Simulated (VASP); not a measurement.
# HfN (Cmcm) in VASP: notebook

HfN is run at these levels: PBEsol; tasks: single point.

All numbers are computed with VASP 6.6.1; they aren't measurements. Logs are shortened: lines on timing, memory, paths and dates and some standing lists are left out, and cuts for length are marked.

### Step 1. The cell of the first run

It takes space group Cmcm (No. 63, orthorhombic). The conventional cell has a = 4.502 Å, b = 4.502 Å, c = 4.502 Å, α = 90.00°, β = 90.00°, γ = 90.00°. Within 2.9 Å of Hf (site symmetry m2m) lie 6 N at 2.18 to 2.33 Å. Within 2.9 Å of N (site symmetry m2m) lie 6 Hf at 2.18 to 2.33 Å.

### Step 2. Single point, PBEsol (atoms displaced along several vibrational modes)

Contents of INCAR:

```
SYSTEM = HfN
ALGO = Normal ; EDIFF = 1E-6
ENCUT = 520 ; GGA = PS
ISIF = 2 ; ISMEAR = 0
LASPH = .TRUE. ; LCHARG = .FALSE.
LREAL = .FALSE. ; LWAVE = .FALSE.
NBANDS = 23 ; NELM = 60
PREC = Accurate ; SIGMA = 0.15
```

Contents of KPOINTS:

```
k-points
0
G
  14 14 10
  0 0 0
```

Contents of POSCAR:

```
HfN
1.0
    0.0000000000     -2.2508000098     -2.2508000098
    0.0000000000      2.2508000098     -2.2508000098
    4.5016000196      0.0000000000      0.0000000000
Hf N
2 2
Direct
    0.5146424663      0.4853575337      0.5000000000
   -0.0146424663      0.0146424663      0.0000000000
    0.5021702675      0.4978297325      0.0000000000
   -0.0021702675      0.0021702675      0.5000000000
```

Potentials or basis: VASP PAW PBE potentials, release 64 (Hf_pv, N).

Run with:

```console
$ cat potpaw_PBE.64/Hf_pv/POTCAR potpaw_PBE.64/N/POTCAR > POTCAR
$ mpirun -np 1 vasp_std > vasp.out
```

OUTCAR:

```text
SYSTEM = HfN
   EDIFF = 1E-6
   ENCUT = 520
   GGA = PS
   ISIF = 2
   ISMEAR = 0
   LASPH = .TRUE.
   LREAL = .FALSE.
   NELM = 60
   PREC = Accurate

 ion  position               nearest neighbor table
   1  0.515  0.485  0.500-   4 2.18   3 2.25   3 2.25   4 2.25   4 2.25   4 2.33   2 3.09   2 3.09
                             2 3.19   2 3.19   2 3.19   2 3.19   2 3.28   2 3.28
   2  0.985  0.015  0.000-   3 2.18   4 2.25   4 2.25   3 2.25   3 2.25   3 2.33   1 3.09   1 3.09
                             1 3.19   1 3.19   1 3.19   1 3.19   1 3.28   1 3.28
   3  0.502  0.498  0.000-   2 2.18   1 2.25   1 2.25   2 2.25   2 2.25   2 2.33
   4  0.998  0.002  0.500-   1 2.18   2 2.25   2 2.25   1 2.25   1 2.25   1 2.33

  LATTYP: Found a simple tetragonal cell.
 ALAT       =     3.1831119000
 C/A-ratio  =     1.4142135624

  Lattice vectors:

 A1 = (   0.0000000000,  -2.2508000098,  -2.2508000098)
 A2 = (   0.0000000000,   2.2508000098,  -2.2508000098)
 A3 = (   4.5016000196,   0.0000000000,   0.0000000000)

Analysis of symmetry for initial positions (statically):
=====================================================================
 Subroutine PRICEL returns:
 Original cell was already a primitive cell.

 Routine SETGRP: Setting up the symmetry group for a
 simple tetragonal supercell.

 Subroutine GETGRP returns: Found  8 space group operations
 (whereof  4 operations were pure point group operations)
 out of a pool of 16 trial point group operations.

The static configuration has the point symmetry C_2v.
 The point group associated with its full space group is D_2h.

Analysis of symmetry for dynamics (positions and initial velocities):
=====================================================================
 Subroutine PRICEL returns:
 Original cell was already a primitive cell.

 Routine SETGRP: Setting up the symmetry group for a
 simple tetragonal supercell.

 Subroutine GETGRP returns: Found  8 space group operations
 (whereof  4 operations were pure point group operations)
 out of a pool of 16 trial point group operations.

The dynamic configuration has the point symmetry C_2v.
 The point group associated with its full space group is D_2h.

 Subroutine INISYM returns: Found  8 space group operations
 (whereof  4 operations are pure point group operations),
 and found     1 'primitive' translations

----------------------------------------------------------------------------------------

                                     Primitive cell

  volume of cell :      45.6111

  direct lattice vectors                    reciprocal lattice vectors
     0.000000000 -2.250800010 -2.250800010     0.000000000 -0.222143237 -0.222143237
     0.000000000  2.250800010 -2.250800010     0.000000000  0.222143237 -0.222143237
     4.501600020  0.000000000  0.000000000     0.222143237  0.000000000  0.000000000

  length of vectors
     3.183111900  3.183111900  4.501600020     0.314157979  0.314157979  0.222143237

  position of ions in fractional coordinates (direct lattice)
     0.514642466  0.485357534  0.500000000
     0.985357534  0.014642466  0.000000000
     0.502170267  0.497829733  0.000000000
     0.997829733  0.002170267  0.500000000

  ion indices of the primitive-cell ions
   primitive index   ion index
                 1           1
                 2           2
                 3           3
                 4           4

----------------------------------------------------------------------------------------

 KPOINTS: k-points

Automatic generation of k-mesh.
 Grid dimensions read from file:
 generate k-points for:   14   14   10

 Generating k-lattice:

  Cartesian coordinates                     Fractional coordinates (reciprocal lattice)
     0.000000000 -0.015867374 -0.015867374     0.071428571  0.000000000  0.000000000
     0.000000000  0.015867374 -0.015867374     0.000000000  0.071428571  0.000000000
     0.022214324  0.000000000  0.000000000     0.000000000  0.000000000  0.100000000

  Length of vectors
     0.022439856  0.022439856  0.022214324

  Shift w.r.t. Gamma in fractional coordinates (k-lattice)
     0.000000000  0.000000000  0.000000000

 Subroutine IBZKPT returns following result:
 ===========================================

 Found    342 irreducible k-points:

 Following reciprocal coordinates:
            Coordinates               Weight
  0.000000  0.000000  0.000000      1.000000
  0.071429  0.000000  0.000000      4.000000
  0.142857  0.000000  0.000000      4.000000
  0.214286  0.000000  0.000000      4.000000
  0.285714  0.000000  0.000000      4.000000
  0.357143  0.000000  0.000000      4.000000
[... 16 lines left out ...]
 -0.142857  0.142857  0.000000      2.000000
  0.214286  0.142857  0.000000      4.000000
 [... further k-points ...]
   k-points           NKPTS =    342   k-points in BZ     NKDIM =    342   number of bands    NBANDS=     23
   number of dos      NEDOS =    301   number of ions     NIONS =      4
   total plane-waves  NPLWV =  20736
   dimension x,y,z NGX =    24 NGY =   24 NGZ =   36
   dimension x,y,z NGXF=    48 NGYF=   48 NGZF=   72
   ions per type =               2   2
   NGX,Y,Z   is equivalent  to a cutoff of  12.53, 12.53, 13.29 a.u.
   NGXF,Y,Z  is equivalent  to a cutoff of  25.07, 25.07, 26.59 a.u.
 SYSTEM =  HfN
   PREC   = accura    normal or accurate (medium, high low for compatibility)
   ISTART =      0    job   : 0-new  1-cont  2-samecut
   ICHARG =      2    charge: 1-file 2-atom 10-const
   ISPIN  =      1    spin polarized calculation?
   LNONCOLLINEAR =      F non collinear calculations
   LSORBIT =      F    spin-orbit coupling
   LASPH  =      T    aspherical Exc in radial PAW
   ENCUT  =  520.0 eV  38.22 Ry    6.18 a.u.   5.92  5.92  8.37*2*pi/ulx,y,z
   NELM   =     60;   NELMIN=  2; NELMDL= -5     # of ELM steps
   EDIFF  = 0.1E-05   stopping-criterion for ELM
   LREAL  =      F    real-space projection
   EDIFFG = 0.1E-04   stopping-criterion for IOM
   NSW    =      0    number of steps for IOM
   IBRION =     -1    ionic relax: 0-MD 1-quasi-New 2-CG
   NFREE  =      0    steps in history (QN), initial steepest desc. (CG)
   ISIF   =      2    stress and relaxation
   ISYM   =      2    0-nonsym 1-usesym 2-fastsym
   POTIM  = 0.5000    time-step for ionic-motion
   TEBEG  =    0.0;   TEEND  =   0.0 temperature during run
   PSTRESS=    0.0 pullay stress
   NELECT =      30.0000    total number of electrons
   NUPDOWN=      -1.0000    fix difference up-down
   EMIN   =  10.00;   EMAX   =-10.00  energy-range for DOS
   EFERMI =   0.00;   METHOD = LEGACY
   ISMEAR =     0;   SIGMA  =   0.15  broadening in eV -4-tet -1-fermi 0-gaus
   EFERMI_NEDOS =   21; number of points for ismear=-14 and -15
   IALGO  =     38    algorithm
   IMIX   =      4    mixing-type and parameters
     AMIX     =   0.40;   BMIX     =  1.00
     AMIX_MAG =   1.60;   BMIX_MAG =  1.00
  volume/ion in A,a.u.               =      11.40        76.95
  Fermi-wavevector in a.u.,A,eV,Ry     =   1.423721  2.690443 27.578773  2.026983
  Thomas-Fermi vector in A             =   2.544289
   LORBIT       =      0    0 simple, 1 ext, 2 COOP (PROOUT), +10 PAW based schemes
   GGA     = PS    functional components
   LHFCALC =     F    Hartree Fock is set to
   AEXX    =    0.0000 exact exchange contribution
   IVDW    =     0    specifies the selected vdW correction
   LEPSILON=     F    determine dielectric tensor
   LRPA    =     F    only Hartree local field effects (RPA)
 non-spin polarized calculation
 Gauss-broadening in eV      SIGMA  =   0.15
  energy-cutoff  :      520.00
  volume of cell :       45.61
 maximum number of plane-waves:      1272
   NGX = 11   NGY = 11   NGZ = 17

 number of electron      29.9999998 magnetization

 Free energy of the ion-electron system (eV)
  ---------------------------------------------------
  ext. energy  EPLUGINS =         0.00000000
  ---------------------------------------------------
  free energy    TOTEN  =       -45.90168339 eV

  energy without entropy =      -45.88691770  energy(sigma->0) =      -45.89430054

 E-fermi :   8.2900     XC(G=0): -12.9472

 val. band max:        8.2868867452   @ k =   0.2857   0.0714   0.2000
 cond. band min:       8.2977811914   @ k =  -0.2143   0.2143   0.3000
 fundamental gap:      0.0108944462
 Fermi energy:         8.2899890799

 k-point     1 :       0.0000    0.0000    0.0000
  band No.  band energies     occupation
      1     -23.5617      2.00000
      2     -23.0500      2.00000
      3     -23.0362      2.00000
      4     -22.7198      2.00000
      5     -22.7197      2.00000
      6     -22.7081      2.00000
[... 15 lines left out ...]
     22      12.5247      0.00000
     23      14.0257      0.00000

 k-point     2 :       0.0714    0.0000    0.0000
  band No.  band energies     occupation
      1     -23.5494      2.00000
      2     -23.0690      2.00000
      3     -23.0347      2.00000
      4     -22.7541      2.00000
      5     -22.7201      2.00000
      6     -22.7164      2.00000
[... 15 lines left out ...]
     22      12.8010      0.00000
     23      13.6112      0.00000

 k-point     3 :       0.1429    0.0000    0.0000
  band No.  band energies     occupation
      1     -23.5136      2.00000
      2     -23.1355      2.00000
      3     -23.0164      2.00000
      4     -22.8487      2.00000
      5     -22.7409      2.00000
      6     -22.7217      2.00000
[... 15 lines left out ...]
     22      13.1601      0.00000
     23      13.5423      0.00000

 k-point     4 :       0.2143    0.0000    0.0000
  band No.  band energies     occupation
      1     -23.4568      2.00000
      2     -23.2293      2.00000
      3     -23.0104      2.00000
      4     -22.9602      2.00000
      5     -22.7815      2.00000
      6     -22.7258      2.00000
[... 15 lines left out ...]
     22      12.9117      0.00000
     23      13.1519      0.00000

 k-point     5 :       0.2857    0.0000    0.0000
  band No.  band energies     occupation
      1     -23.3833      2.00000
      2     -23.3276      2.00000
      3     -23.1443      2.00000
      4     -22.9383      2.00000
      5     -22.8369      2.00000
      6     -22.7342      2.00000
[... 15 lines left out ...]
     22      13.6093      0.00000
     23      14.2027      0.00000

 k-point     6 :       0.3571    0.0000    0.0000
  band No.  band energies     occupation
      1     -23.4077      2.00000
      2     -23.2993      2.00000
      3     -23.2822      2.00000
      4     -22.9047      2.00000
      5     -22.8973      2.00000
      6     -22.7484      2.00000
[... 15 lines left out ...]
     22      13.8225      0.00000
     23      14.5231      0.00000

 k-point     7 :       0.4286    0.0000    0.0000
  band No.  band energies     occupation
      1     -23.4512      2.00000
      2     -23.3873      2.00000
      3     -23.2149      2.00000
      4     -22.9778      2.00000
      5     -22.8586      2.00000
      6     -22.7680      2.00000
[... 353 lines left out ...]
     22      13.3436      0.00000
     23      14.9016      0.00000

 k-point    21 :       0.5000    0.0714    0.0000
  band No.  band energies     occupation
      1     -23.4477      2.00000
      2     -23.4405      2.00000
      3     -23.1619      2.00000
      4     -23.0217      2.00000
      5     -22.8576      2.00000
      6     -22.8016      2.00000
[... 15 lines left out ...]
     22      13.0393      0.00000
     23      15.9422      0.00000

 k-point    22 :       0.1429    0.1429    0.0000
  band No.  band energies     occupation
      1     -23.4692      2.00000
      2     -23.1490      2.00000
      3     -23.0641      2.00000
      4     -22.9133      2.00000
      5     -22.7805      2.00000
      6     -22.7693      2.00000
[... 15 lines left out ...]
     22      13.5436      0.00000
     23      13.7437      0.00000

 k-point    23 :      -0.1429    0.1429    0.0000
  band No.  band energies     occupation
      1     -23.4688      2.00000
      2     -23.1367      2.00000
      3     -23.0804      2.00000
      4     -22.9094      2.00000
      5     -22.7805      2.00000
      6     -22.7697      2.00000
[... 15 lines left out ...]
     22      13.4560      0.00000
     23      13.7513      0.00000

 k-point    24 :       0.2143    0.1429    0.0000
  band No.  band energies     occupation
      1     -23.4167      2.00000
      2     -23.2237      2.00000
      3     -23.0548      2.00000
      4     -23.0205      2.00000
      5     -22.8047      2.00000
      6     -22.7990      2.00000
[... 15 lines left out ...]
     22      13.9110      0.00000
     23      13.9433      0.00000

 [... further k-points ...]
[... 5 lines left out ...]
  --------------------------------------------------------------------------------------
  -------------------------------------------------------------------------------------
  Total       -0.6360739      0.2103374     -0.5233510      0.0000000      0.0000000      0.0000000
  in kB      -22.3433081      7.3885014    -18.3837007      0.0000000      0.0000000      0.0000000
  external PRESSURE =     -11.1128358 kB  Pullay stress =       0.0000000 kB

 VOLUME and BASIS-vectors are now :
 -----------------------------------------------------------------------------
  energy-cutoff  :      520.00
  volume of cell :       45.61
      direct lattice vectors                 reciprocal lattice vectors
     0.000000000 -2.250800010 -2.250800010     0.000000000 -0.222143237 -0.222143237
     0.000000000  2.250800010 -2.250800010     0.000000000  0.222143237 -0.222143237
     4.501600020  0.000000000  0.000000000     0.222143237  0.000000000  0.000000000

 POSITION                                       TOTAL-FORCE (eV/Angst)
 -----------------------------------------------------------------------------------
      2.25080     -0.06591     -2.25080         0.000000      1.243747      0.000000
      0.00000     -2.18489     -2.25080         0.000000     -1.243747      0.000000
      0.00000     -0.00977     -2.25080         0.000000      0.556481      0.000000
      2.25080     -2.24103     -2.25080         0.000000     -0.556481      0.000000
 -----------------------------------------------------------------------------------
    total drift:                               -0.000000     -0.000000      0.000000

  FREE ENERGIE OF THE ION-ELECTRON SYSTEM (eV)
  ---------------------------------------------------
  free  energy   TOTEN  =       -45.9016833889 eV

  energy  without entropy=      -45.8869176971  energy(sigma->0) =      -45.89430054
```

It took 5.2 min on 1 thread of Intel Xeon 8259CL, shared host; peak memory 0.41 GiB.

Results:

```yaml
Free_energy: -45.9017 eV
Pressure: -1.1 GPa
Largest_force: 1.244 eV/Å
Band_gap_on_the_k_mesh: zero (bands 15 and 16 overlap by 6.98 eV)
```

Forces in eV/Å, atoms in the order of the input:
```
Hf   0.000  1.244  0.000
Hf   0.000 -1.244  0.000
N    0.000  0.556  0.000
N    0.000 -0.556  0.000
```

Stress tensor (GPa, compression positive):
```
-2.23  0.00  0.00
 0.00  0.74  0.00
 0.00  0.00 -1.84
```

Caveat: the cell differs from its parent crystal (atoms displaced along several vibrational modes); the PAW data sets were made with another functional, which shifts forces and pressure a little; spin-orbit coupling is left out, which moves the levels of the heavy elements.

### Step 3. Single point, PBEsol (atoms displaced along several vibrational modes)

Contents of INCAR:

```
SYSTEM = HfN
PREC = Accurate ; ENCUT = 520
EDIFF = 1E-7 ; ISMEAR = 0
SIGMA = 0.15 ; LREAL = .False.
LASPH = .True. ; NELM = 60
ALGO = Normal ; ISIF = 2
LWAVE = .False. ; LCHARG = .True.
GGA = PS ; LELF = .True.
LVHAR = .True. ; NBANDS = 23
```

Contents of KPOINTS:

```
regular mesh
0
Gamma
  14 14 10
  0 0 0
```

Contents of POSCAR:

```
HfN
1.0
    0.0000000000     -2.2508000098     -2.2508000098
    0.0000000000      2.2508000098     -2.2508000098
    4.5016000196      0.0000000000      0.0000000000
Hf N
2 2
Direct
    0.5088480432      0.4911519568      0.5000000000
   -0.0088480432      0.0088480432      0.0000000000
    0.4799393382      0.5200606618      0.0000000000
    0.0200606618     -0.0200606618      0.5000000000
```

Potentials or basis: VASP PAW PBE potentials, release 64 (Hf_pv, N).

Run with:

```console
$ cat potpaw_PBE.64/Hf_pv/POTCAR potpaw_PBE.64/N/POTCAR > POTCAR
$ mpirun -np 1 vasp_std > vasp.out
```

Wall time 5.1 min (1 thread of Intel Xeon 8259CL, shared host); peak memory 0.41 GiB.

It converged, with:

```yaml
Free_energy: -45.8995 eV
Pressure: -1.8 GPa
Largest_force: 0.935 eV/Å
Band_gap_on_the_k_mesh: zero (bands 15 and 16 overlap by 6.38 eV)
```

Forces on the atoms (eV/Å):
```
Hf   0.000  0.124  0.000
Hf   0.000 -0.124  0.000
N    0.000 -0.935  0.000
N    0.000  0.935  0.000
```

Stress tensor (GPa, compression positive):
```
-1.97  0.00  0.00
 0.00 -0.95  0.00
 0.00  0.00 -2.38
```

Levels at points of the mesh, in eV from the Fermi level:
```tsv
k point	band 13	band 14	band 15	band 16	band 17	band 18
(0.00, 0.00, 0.00)	-2.98	-2.95	-2.74	-0.37	-0.34	-0.32
(0.50, 0.00, 0.00)	-5.68	-4.94	1.20	1.92	2.28	2.86
(0.50, 0.50, 0.00)	-3.65	-3.63	-3.62	-3.05	4.19	4.22
(0.00, 0.00, 0.50)	-3.80	-3.80	-2.46	-2.46	2.62	2.62
(0.50, 0.00, 0.50)	-6.18	-6.18	3.33	3.33	3.63	3.63
(0.50, 0.50, 0.50)	-5.39	-5.39	1.05	1.05	1.15	1.15
```

Caveat: the cell differs from its parent crystal (atoms displaced along several vibrational modes); the PAW data sets were made with another functional, which shifts forces and pressure a little; spin-orbit coupling is left out, which moves the levels of the heavy elements.

The gap in the log of VASP goes by the Fermi energy; the results here count the filled bands.